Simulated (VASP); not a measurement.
A run of VASP 6.6.1 is set up as follows.

File INCAR:

```
PREC = Accurate ; ENCUT = 600
EDIFF = 1E-6 ; ISMEAR = 0
SIGMA = 0.1 ; LREAL = False
LASPH = True ; NELM = 60
ALGO = Normal ; ISIF = 3
LWAVE = False ; LCHARG = False
GGA = PE ; IBRION = 2
NSW = 90 ; EDIFFG = -0.04
```

KPOINTS

```
Automatic mesh
0
Gamma
  6 6 8
```

The input POSCAR:

```
Si
1.0
    3.9592112100      0.0000000000      0.0000000000
   -1.9796056100      3.4287774900      0.0000000000
    0.0000000000      0.0000000000      2.2877225100
Si
2
Direct
    0.3333333300      0.6666666700      0.5000000000
    0.6666666700      0.3333333300      0.5000000000
```

Potentials or basis: VASP PAW PBE potentials, release 64 (Si).

The run is started by

```console
$ cat potpaw_PBE.64/Si/POTCAR > POTCAR
$ mpirun -np 1 vasp_std > vasp.out
```

**Question.** Estimate the space group after relaxing (to 0.1 Å).

**Answer.** P6/mmm (No. 191).

**Question.** Predict the relaxed cell.

**Answer.** a = 4.063 Å, b = 4.063 Å, c = 2.736 Å, α = 90.00°, β = 90.00°, γ = 120.00°.

**Question.** What does it give for the relaxed volume?

**Answer.** 19.56 Å³/atom.

**Question.** Estimate the band gap on the k mesh.

**Answer.** Zero (bands 4 and 5 overlap by 6.18 eV).

The path:
```tsv
step	energy change (eV)	largest force (eV/Å)	pressure (GPa)	volume (Å³)
1	0.0000	0.0000	32.25	31.06
2	-0.4621	0.0000	-10.15	47.20
3	-0.7401	0.0000	-0.55	39.45
4	-0.7401	0.0000	-0.91	39.63
5	-0.7626	0.0000	-0.41	39.25
6	-0.7827	0.0000	3.17	38.00
7	-0.7937	0.0000	0.96	38.65
8	-0.7947	0.0000	1.21	38.52
9	-0.7951	0.0000	1.49	38.40
10	-0.7968	0.0000	-0.43	39.48
11	-0.7991	0.0000	0.31	39.02
12	-0.7991	0.0000	-0.20	39.20
13	-0.7993	0.0000	0.04	39.12
```

Caveat: the volume moved by over 15 % at a fixed basis, so the end points are rough.
